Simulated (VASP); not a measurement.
A run of VASP 6.6.1 is set up as follows.

File POSCAR:

```
KBr
1.0
    0.0000000000      3.3024387198      3.3024387198
    3.3024387198      0.0000000000      3.3024387198
    3.3024387198      3.3024387198      0.0000000000
K Br
1 1
Direct
    0.0000000000      0.0000000000      0.0000000000
    0.5000000000      0.5000000000      0.5000000000
```

Contents of INCAR.step1:

```
PREC = Accurate
ENCUT = 520
EDIFF = 1E-5
ISMEAR = 0
SIGMA = 0.01
LREAL = F
LASPH = T
NELM = 80
ALGO = Normal
ISIF = 2
LWAVE = T
LCHARG = F
GGA = PE
NBANDS = 15
```

INCAR.step2

```
PREC = Accurate
ENCUT = 520
EDIFF = 1E-6
ISMEAR = 0
SIGMA = 0.01
LREAL = F
LASPH = T
NELM = 80
ALGO = Normal
ISIF = 2
LWAVE = F
LCHARG = F
METAGGA = R2SCAN
LHFCALC = T
AEXX = 0.25
LMIXTAU = T
PRECFOCK = Normal
ISTART = 1
NBANDS = 15
```

KPOINTS

```
Automatic mesh
0
Gamma
  4 4 4
```

Potentials or basis: VASP PAW PBE potentials, release 64 (K_sv, Br).

Run with:

```bash
$ cat potpaw_PBE.64/K_sv/POTCAR potpaw_PBE.64/Br/POTCAR > POTCAR
$ cp INCAR.step1 INCAR
$ mpirun -np 1 vasp_std > vasp.out
$ cp INCAR.step2 INCAR
$ mpirun -np 1 vasp_std > vasp.out
```

Task: Estimate the pressure.

Result: -0.1 GPa.

Task: What does it give for the band gap on the k mesh?

Result: 6.66 eV.

Caveat: the PAW data sets were made with another functional, which shifts forces and pressure a little.
